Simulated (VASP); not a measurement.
# Ir (P6_3/mmc) in VASP: further runs

Ir is run at these levels: r2SCAN; tasks: single point.

Everything below comes from runs of VASP 6.6.1. Logs are shortened: lines on timing, memory, paths and dates and some standing lists are left out, and cuts for length are marked.

### Step 1. The cell of the first run

The structure is hexagonal, space group P6_3/mmc (No. 194). Conventional cell: a = 2.793 Å, b = 2.793 Å, c = 4.395 Å, α = 90.00°, β = 90.00°, γ = 120.00°. Ir (site symmetry -6m2) has 12 Ir at 2.73 to 2.79 Å within 3.6 Å.

This isn't the form of Ir at room conditions, which is fcc.

### Step 2. Single point, r2SCAN (strain +0.015 along x and y, -0.015 along z)

The input, POSCAR:

```
Ir
1.0
    2.7926485630      0.0000000000      0.0000000000
   -1.3963242815      2.4185045994      0.0000000000
    0.0000000000      0.0000000000      4.3953556500
Ir
2
Direct
    0.6666666667      0.3333333333      0.7500000000
    0.3333333333      0.6666666667      0.2500000000
```

The input, INCAR.step1:

```
SYSTEM = Ir
PREC = Accurate
ENCUT = 520
ISMEAR = 0
SIGMA = 0.15
LREAL = .False.
LASPH = .True.
NELM = 60
NBANDS = 16
GGA = PE
ALGO = Normal
EDIFF = 1E-4
LWAVE = .True.
LCHARG = .False.
```

The input, INCAR.step2:

```
SYSTEM = Ir
PREC = Accurate
ENCUT = 520
EDIFF = 1E-7
ISMEAR = 0
SIGMA = 0.15
LREAL = .False.
LASPH = .True.
NELM = 60
ALGO = Normal
ISIF = 2
LWAVE = .False.
LCHARG = .False.
METAGGA = R2SCAN
LMIXTAU = .True.
NBANDS = 16
ISTART = 1
```

The input, KPOINTS:

```
regular mesh
0
Gamma
  18 18 12
  0 0 0
```

Potentials or basis: VASP PAW PBE potentials, release 64 (Ir).

On the command line:

```bash
cat potpaw_PBE.64/Ir/POTCAR > POTCAR
cp INCAR.step1 INCAR
mpirun -np 1 vasp_std > vasp.out
cp INCAR.step2 INCAR
mpirun -np 1 vasp_std > vasp.out
```

OUTCAR:

```text
SYSTEM = Ir
   PREC = Accurate
   ENCUT = 520
   EDIFF = 1E-7
   ISMEAR = 0
   LREAL = .False.
   LASPH = .True.
   NELM = 60
   ISIF = 2
   METAGGA = R2SCAN
   ISTART = 1

 ion  position               nearest neighbor table
   1  0.667  0.333  0.750-   2 2.73   2 2.73   2 2.73   2 2.73   2 2.73   2 2.73
   2  0.333  0.667  0.250-   1 2.73   1 2.73   1 2.73   1 2.73   1 2.73   1 2.73

  LATTYP: Found a hexagonal cell.
 ALAT       =     2.7926485630
 C/A-ratio  =     1.5739021760

  Lattice vectors:

 A1 = (   2.7926485630,   0.0000000000,   0.0000000000)
 A2 = (  -1.3963242815,   2.4185045994,   0.0000000000)
 A3 = (   0.0000000000,   0.0000000000,   4.3953556500)

Analysis of symmetry for initial positions (statically):
=====================================================================
 Subroutine PRICEL returns:
 Original cell was already a primitive cell.

 Routine SETGRP: Setting up the symmetry group for a
 hexagonal supercell.

 Subroutine GETGRP returns: Found 24 space group operations
 (whereof 12 operations were pure point group operations)
 out of a pool of 24 trial point group operations.

The static configuration has the point symmetry D_3d.
 The point group associated with its full space group is D_6h.

Analysis of symmetry for dynamics (positions and initial velocities):
=====================================================================
 Subroutine PRICEL returns:
 Original cell was already a primitive cell.

 Routine SETGRP: Setting up the symmetry group for a
 hexagonal supercell.

 Subroutine GETGRP returns: Found 24 space group operations
 (whereof 12 operations were pure point group operations)
 out of a pool of 24 trial point group operations.

The dynamic configuration has the point symmetry D_3d.
 The point group associated with its full space group is D_6h.

 Subroutine INISYM returns: Found 24 space group operations
 (whereof 12 operations are pure point group operations),
 and found     1 'primitive' translations

----------------------------------------------------------------------------------------

                                     Primitive cell

  volume of cell :      29.6864

  direct lattice vectors                    reciprocal lattice vectors
     2.792648563  0.000000000  0.000000000     0.358083009  0.206739322  0.000000000
    -1.396324282  2.418504599  0.000000000     0.000000000  0.413478643  0.000000000
     0.000000000  0.000000000  4.395355650     0.000000000  0.000000000  0.227512875

  length of vectors
     2.792648563  2.792648563  4.395355650     0.413478643  0.413478643  0.227512875

  position of ions in fractional coordinates (direct lattice)
     0.666666667  0.333333333  0.750000000
     0.333333333  0.666666667  0.250000000

  ion indices of the primitive-cell ions
   primitive index   ion index
                 1           1
                 2           2

----------------------------------------------------------------------------------------

 KPOINTS: regular mesh

Automatic generation of k-mesh.
 Grid dimensions read from file:
 generate k-points for:   18   18   12

 Generating k-lattice:

  Cartesian coordinates                     Fractional coordinates (reciprocal lattice)
     0.019893500  0.011485518  0.000000000     0.055555556 -0.000000000  0.000000000
     0.000000000  0.022971036  0.000000000     0.000000000  0.055555556  0.000000000
     0.000000000  0.000000000  0.018959406     0.000000000  0.000000000  0.083333333

  Length of vectors
     0.022971036  0.022971036  0.018959406

  Shift w.r.t. Gamma in fractional coordinates (k-lattice)
     0.000000000  0.000000000  0.000000000

 Subroutine IBZKPT returns following result:
 ===========================================

 Found    259 irreducible k-points:

 Following reciprocal coordinates:
            Coordinates               Weight
  0.000000  0.000000  0.000000      1.000000
  0.055556  0.000000  0.000000      6.000000
  0.111111  0.000000  0.000000      6.000000
  0.166667 -0.000000  0.000000      6.000000
  0.222222 -0.000000  0.000000      6.000000
  0.277778  0.000000  0.000000      6.000000
[... 16 lines left out ...]
  0.333333  0.111111  0.000000     12.000000
  0.388889  0.111111  0.000000     12.000000
 [... further k-points ...]
   k-points           NKPTS =    259   k-points in BZ     NKDIM =    259   number of bands    NBANDS=     16
   number of dos      NEDOS =    301   number of ions     NIONS =      2
   total plane-waves  NPLWV =  20736
   dimension x,y,z NGX =    24 NGY =   24 NGZ =   36
   dimension x,y,z NGXF=    48 NGYF=   48 NGZF=   72
   ions per type =               2
   NGX,Y,Z   is equivalent  to a cutoff of  14.29, 14.29, 13.62 a.u.
   NGXF,Y,Z  is equivalent  to a cutoff of  28.57, 28.57, 27.23 a.u.
 SYSTEM =  Ir
   PREC   = accura    normal or accurate (medium, high low for compatibility)
   ISTART =      1    job   : 0-new  1-cont  2-samecut
   ICHARG =      0    charge: 1-file 2-atom 10-const
   ISPIN  =      1    spin polarized calculation?
   LNONCOLLINEAR =      F non collinear calculations
   LSORBIT =      F    spin-orbit coupling
   LASPH  =      T    aspherical Exc in radial PAW
   ENCUT  =  520.0 eV  38.22 Ry    6.18 a.u.   5.19  5.19  8.17*2*pi/ulx,y,z
   NELM   =     60;   NELMIN=  2; NELMDL=  0     # of ELM steps
   EDIFF  = 0.1E-06   stopping-criterion for ELM
   LREAL  =      F    real-space projection
   EDIFFG = 0.1E-05   stopping-criterion for IOM
   NSW    =      0    number of steps for IOM
   IBRION =     -1    ionic relax: 0-MD 1-quasi-New 2-CG
   NFREE  =      0    steps in history (QN), initial steepest desc. (CG)
   ISIF   =      2    stress and relaxation
   ISYM   =      2    0-nonsym 1-usesym 2-fastsym
   POTIM  = 0.5000    time-step for ionic-motion
   TEBEG  =    0.0;   TEEND  =   0.0 temperature during run
   PSTRESS=    0.0 pullay stress
   NELECT =      18.0000    total number of electrons
   NUPDOWN=      -1.0000    fix difference up-down
   EMIN   =  10.00;   EMAX   =-10.00  energy-range for DOS
   EFERMI =   0.00;   METHOD = LEGACY
   ISMEAR =     0;   SIGMA  =   0.15  broadening in eV -4-tet -1-fermi 0-gaus
   EFERMI_NEDOS =   21; number of points for ismear=-14 and -15
   IALGO  =     38    algorithm
   IMIX   =      4    mixing-type and parameters
     AMIX     =   0.40;   BMIX     =  1.00
     AMIX_MAG =   1.60;   BMIX_MAG =  1.00
  volume/ion in A,a.u.               =      14.84       100.17
  Fermi-wavevector in a.u.,A,eV,Ry     =   1.385628  2.618457 26.122702  1.919964
  Thomas-Fermi vector in A             =   2.510020
   LORBIT       =      0    0 simple, 1 ext, 2 COOP (PROOUT), +10 PAW based schemes
   METAGGA = R2SCAN    functional components
   LHFCALC =     F    Hartree Fock is set to
   AEXX    =    0.0000 exact exchange contribution
   IVDW    =     0    specifies the selected vdW correction
   LEPSILON=     F    determine dielectric tensor
   LRPA    =     F    only Hartree local field effects (RPA)
 non-spin polarized calculation
 Gauss-broadening in eV      SIGMA  =   0.15
  energy-cutoff  :      520.00
  volume of cell :       29.69
 maximum number of plane-waves:       818
 NGX is ok and might be reduce to    24
   NGX = 11   NGY = 11   NGZ = 17

 number of electron      18.0000000 magnetization

 Free energy of the ion-electron system (eV)
  ---------------------------------------------------
  ext. energy  EPLUGINS =         0.00000000
  ---------------------------------------------------
  free energy    TOTEN  =      -104.51698262 eV

  energy without entropy =     -104.48959719  energy(sigma->0) =     -104.50328990

 E-fermi :   9.5305     XC(G=0): -15.0019

 val. band max:        9.5277084402   @ k =   0.1667   0.1667   0.5000
 cond. band min:       9.5305051009   @ k =   0.2222   0.1111   0.4167
 fundamental gap:      0.0027966607
 Fermi energy:         9.5304622310

 k-point     1 :       0.0000    0.0000    0.0000
  band No.  band energies     occupation
      1      -1.6460      2.00000
      2       1.5409      2.00000
      3       5.7566      2.00000
      4       5.7566      2.00000
      5       5.9619      2.00000
      6       6.4525      2.00000
[... 8 lines left out ...]
     15      27.2551      0.00000
     16      27.8964      0.00000

 k-point     2 :       0.0556    0.0000    0.0000
  band No.  band energies     occupation
      1      -1.5284      2.00000
      2       1.6415      2.00000
      3       5.5101      2.00000
      4       5.8527      2.00000
      5       6.1845      2.00000
      6       6.3938      2.00000
[... 8 lines left out ...]
     15      27.3928      0.00000
     16      28.0451      0.00000

 k-point     3 :       0.1111    0.0000    0.0000
  band No.  band energies     occupation
      1      -1.1842      2.00000
      2       1.9236      2.00000
      3       5.1567      2.00000
      4       6.1368      2.00000
      5       6.2089      2.00000
      6       6.3831      2.00000
[... 8 lines left out ...]
     15      27.7506      0.00000
     16      28.0739      0.00000

 k-point     4 :       0.1667   -0.0000    0.0000
  band No.  band energies     occupation
      1      -0.6412      2.00000
      2       2.3147      2.00000
      3       4.8211      2.00000
      4       5.6363      2.00000
      5       5.9963      2.00000
      6       6.3893      2.00000
[... 8 lines left out ...]
     15      27.5928      0.00000
     16      27.7377      0.00000
[... 324 lines left out ...]
 k-point    22 :       0.2778    0.1111    0.0000
  band No.  band energies     occupation
      1       1.7553      2.00000
      2       2.8855      2.00000
      3       3.5234      2.00000
      4       4.5998      2.00000
      5       5.3687      2.00000
      6       6.1270      2.00000
[... 8 lines left out ...]
     15      21.6215      0.00000
     16      25.4246      0.00000

 k-point    23 :       0.3333    0.1111    0.0000
  band No.  band energies     occupation
      1       2.2038      2.00000
      2       2.6805      2.00000
      3       3.1409      2.00000
      4       5.0265      2.00000
      5       5.2654      2.00000
      6       6.2667      2.00000
[... 8 lines left out ...]
     15      20.4182      0.00000
     16      24.6772      0.00000

 k-point    24 :       0.3889    0.1111    0.0000
  band No.  band energies     occupation
      1       2.4146      2.00000
      2       2.5345      2.00000
      3       2.9067      2.00000
      4       5.2131      2.00000
      5       5.4543      2.00000
      6       6.1220      2.00000
[... 8 lines left out ...]
     15      20.4124      0.00000
     16      22.9990      0.00000

 [... further k-points ...]

------------------------ aborting loop because EDIFF is reached ----------------------------------------

  FORCE on cell =-STRESS in cart. coord.  units (eV):
  Direction    XX          YY          ZZ          XY          YZ          ZX
  --------------------------------------------------------------------------------------
  -------------------------------------------------------------------------------------
  Total       -2.5931820     -2.5931820     -0.8582855     -0.0000000      0.0000000      0.0000000
  in kB     -139.9543333   -139.9543333    -46.3217691     -0.0000000      0.0000000      0.0000000
  external PRESSURE =    -108.7434786 kB  Pullay stress =       0.0000000 kB

 VOLUME and BASIS-vectors are now :
 -----------------------------------------------------------------------------
  energy-cutoff  :      520.00
  volume of cell :       29.69
      direct lattice vectors                 reciprocal lattice vectors
     2.792648563  0.000000000  0.000000000     0.358083009  0.206739322  0.000000000
    -1.396324282  2.418504599  0.000000000     0.000000000  0.413478643  0.000000000
     0.000000000  0.000000000  4.395355650     0.000000000  0.000000000  0.227512875

 POSITION                                       TOTAL-FORCE (eV/Angst)
 -----------------------------------------------------------------------------------
      1.39632      0.80617      3.29652         0.000000     -0.000000      0.000000
     -0.00000      1.61234      1.09884        -0.000000      0.000000      0.000000
 -----------------------------------------------------------------------------------
    total drift:                               -0.000000      0.000000     -0.000000

  FREE ENERGIE OF THE ION-ELECTRON SYSTEM (eV)
  ---------------------------------------------------
  free  energy   TOTEN  =      -104.5169826158 eV

  energy  without entropy=     -104.4895971862  energy(sigma->0) =     -104.50328990
```

Wall time 3.6 min (1 thread of Intel Xeon 6975P-C (Granite Rapids), shared host); peak memory 0.24 GiB.

What came out:

* Free energy: -104.5170 eV
* Pressure: -10.9 GPa
* Band gap on the k mesh: zero (bands 9 and 10 overlap by 3.21 eV)

Levels at points of the mesh, in eV from the Fermi level:
| k point | band 5 | band 6 | band 7 | band 8 | band 9 | band 10 | band 11 | band 12 | band 13 | band 14 |
| --- | --- | --- | --- | --- | --- | --- | --- | --- | --- | --- |
| (0.00, 0.00, 0.00) | -3.57 | -3.08 | -3.08 | -2.61 | -2.61 | -0.39 | 0.21 | 0.21 | 7.40 | 14.99 |
| (0.50, 0.00, 0.00) | -3.49 | -3.36 | -2.76 | 0.43 | 0.90 | 1.00 | 2.78 | 4.19 | 8.50 | 10.66 |
| (0.00, 0.00, 0.50) | -3.98 | -3.98 | -3.98 | -3.98 | -0.50 | -0.50 | -0.50 | -0.50 | 14.43 | 14.43 |
| (0.50, 0.00, 0.50) | -2.23 | -2.23 | -0.95 | -0.95 | 0.72 | 0.72 | 1.98 | 1.98 | 7.53 | 7.53 |

Caveat: the cell differs from its parent crystal (strain +0.015 along x and y, -0.015 along z); the cell stands under tension; the PAW data sets were made with another functional, which shifts forces and pressure a little; spin-orbit coupling is left out, which moves the levels of the heavy elements.

### Step 3. Single point, r2SCAN (strain +0.030 along x and y, -0.030 along z)

The input, POSCAR:

```
Ir
1.0
    2.8339192314      0.0000000000      0.0000000000
   -1.4169596157      2.4542460467      0.0000000000
    0.0000000000      0.0000000000      4.3284213000
Ir
2
Direct
    0.6666666667      0.3333333333      0.7500000000
    0.3333333333      0.6666666667      0.2500000000
```

The input, INCAR.step1:

```
PREC     = Accurate       # precision mode
ENCUT    = 520            # plane-wave cutoff, eV
ISMEAR   = 0              # smearing method
SIGMA    = 0.15           # smearing width, eV
LREAL    = False          # projectors in reciprocal space
LASPH    = True           # aspherical terms in the spheres
NELM     = 60             # most SCF steps
NBANDS   = 16             # bands
GGA      = PE             # functional
ALGO     = Normal         # electronic algorithm
EDIFF    = 1E-4           # SCF threshold, eV
LWAVE    = True           # write WAVECAR
LCHARG   = False          # write CHGCAR
```

The input, INCAR.step2:

```
PREC     = Accurate       # precision mode
ENCUT    = 520            # plane-wave cutoff, eV
EDIFF    = 1E-6           # SCF threshold, eV
ISMEAR   = 0              # smearing method
SIGMA    = 0.15           # smearing width, eV
LREAL    = False          # projectors in reciprocal space
LASPH    = True           # aspherical terms in the spheres
NELM     = 60             # most SCF steps
ALGO     = Normal         # electronic algorithm
ISIF     = 2              # what is computed and relaxed
LWAVE    = False          # write WAVECAR
LCHARG   = True           # write CHGCAR
METAGGA  = R2SCAN         # meta-GGA
LMIXTAU  = True         
LELF     = True           # ELF
LVHAR    = True         
NBANDS   = 16             # bands
ISTART   = 1
```

The input, KPOINTS:

```
Automatic mesh
0
Gamma
  18 18 12
```

Potentials or basis: VASP PAW PBE potentials, release 64 (Ir).

On the command line:

```bash
cat potpaw_PBE.64/Ir/POTCAR > POTCAR
cp INCAR.step1 INCAR
mpirun -np 1 vasp_std > vasp.out
cp INCAR.step2 INCAR
mpirun -np 1 vasp_std > vasp.out
```

Run time: 3 min. Hardware: 1 thread of Intel Xeon 6975P-C (Granite Rapids), shared host; peak memory 0.23 GiB.

The run converged. Its results:

```yaml
Free_energy: -104.4357 eV
Pressure: -13.9 GPa
Band_gap_on_the_k_mesh: zero (bands 9 and 10 overlap by 3.01 eV)
```

Stress tensor (GPa, compression positive):
```
-19.32   0.00   0.00
  0.00 -19.32   0.00
  0.00   0.00  -3.06
```

Levels at points of the mesh, in eV from the Fermi level:
```
           k point  band 7  band 8  band 9  band 10  band 11  band 12
(0.00, 0.00, 0.00)   -2.98   -2.81   -2.81    -0.04     0.19     0.19
(0.50, 0.00, 0.00)   -2.53    0.21    0.74     1.10     2.60     3.93
(0.00, 0.00, 0.50)   -4.00   -4.00   -0.47    -0.47    -0.47    -0.47
(0.50, 0.00, 0.50)   -0.96   -0.96    0.55     0.55     1.91     1.91
```

Caveat: the cell differs from its parent crystal (strain +0.030 along x and y, -0.030 along z); the cell stands under tension; the PAW data sets were made with another functional, which shifts forces and pressure a little; spin-orbit coupling is left out, which moves the levels of the heavy elements.

### Step 4. Single point, r2SCAN (strain +0.030 along x and y, +0.015 along z)

POSCAR, as its differences from that of step 3:

```diff
@@ -4,3 +4,3 @@
    -1.4169596157      2.4542460467      0.0000000000
-    0.0000000000      0.0000000000      4.3284213000
+    0.0000000000      0.0000000000      4.5292243500
 Ir
```

The input, INCAR.step1:

```
SYSTEM = Ir
  PREC = Accurate
  ENCUT = 520
  ISMEAR = 0
  SIGMA = 0.15
  LREAL = .False.
  LASPH = .True.
  NELM = 60
  NBANDS = 16
  GGA = PE
  ALGO = Normal
  EDIFF = 1E-4
  LWAVE = .True.
  LCHARG = .False.
```

The input, INCAR.step2:

```
SYSTEM = Ir
  PREC = Accurate
  ENCUT = 520
  EDIFF = 1E-7
  ISMEAR = 0
  SIGMA = 0.15
  LREAL = .False.
  LASPH = .True.
  NELM = 60
  ALGO = Normal
  ISIF = 2
  LWAVE = .False.
  LCHARG = .True.
  METAGGA = R2SCAN
  LMIXTAU = .True.
  LELF = .True.
  LVHAR = .True.
  NBANDS = 16
  ISTART = 1
```

The input, KPOINTS:

```
Automatic mesh
0
Gamma
  18 18 12
  0 0 0
```

On the command line:

```bash
cat potpaw_PBE.64/Ir/POTCAR > POTCAR
cp INCAR.step1 INCAR
mpirun -np 1 vasp_std > vasp.out
cp INCAR.step2 INCAR
mpirun -np 1 vasp_std > vasp.out
```

It took 4.6 min on 1 thread of Intel Xeon 6975P-C (Granite Rapids), shared host; peak memory 0.24 GiB.

It converged, with:

* Free energy: -104.3074 eV
* Pressure: -27.1 GPa
* Band gap on the k mesh: zero (bands 9 and 10 overlap by 2.93 eV)

Stress tensor (GPa, compression positive):
```
-28.03   0.00   0.00
  0.00 -28.03   0.00
  0.00   0.00 -25.18
```

Levels at points of the mesh, in eV from the Fermi level:
```csv
k point,band 6,band 7,band 8,band 9,band 10,band 11,band 12,band 13
"(0.00, 0.00, 0.00)",-2.81,-2.81,-2.25,-2.25,-0.35,0.21,0.21,6.66
"(0.50, 0.00, 0.00)",-3.11,-2.59,0.49,0.84,0.88,2.64,3.99,8.11
"(0.00, 0.00, 0.50)",-3.56,-3.56,-3.56,-0.46,-0.46,-0.46,-0.46,14.24
"(0.50, 0.00, 0.50)",-1.95,-0.78,-0.78,0.73,0.73,1.92,1.92,7.06
```

Caveat: the cell differs from its parent crystal (strain +0.030 along x and y, +0.015 along z); the cell stands under tension; the PAW data sets were made with another functional, which shifts forces and pressure a little; spin-orbit coupling is left out, which moves the levels of the heavy elements.

### Step 5. Summary

| cell | gap on the mesh (eV) | pressure (GPa) |
| --- | --- | --- |
| a = 2.793, b = 2.793, c = 4.395 Å, angles 90.0, 90.0, 120.0°, 2 atoms | none | -10.9 |
| a = 2.834, b = 2.834, c = 4.328 Å, angles 90.0, 90.0, 120.0°, 2 atoms | none | -13.9 |
| a = 2.834, b = 2.834, c = 4.529 Å, angles 90.0, 90.0, 120.0°, 2 atoms | none | -27.1 |

Alike in all rows: task single point; level r2SCAN; potentials or basis VASP PAW PBE potentials, release 64 (Ir); no spin polarisation; k mesh 18 × 18 × 12; cutoff (eV) 520; smearing gaussian 0.15 eV.

Caveats: the cell stands under tension; the PAW data sets were made with another functional, which shifts forces and pressure a little; spin-orbit coupling is left out, which moves the levels of the heavy elements.

Total energies depend on the potentials used, so only differences within one code and one set of settings carry meaning.
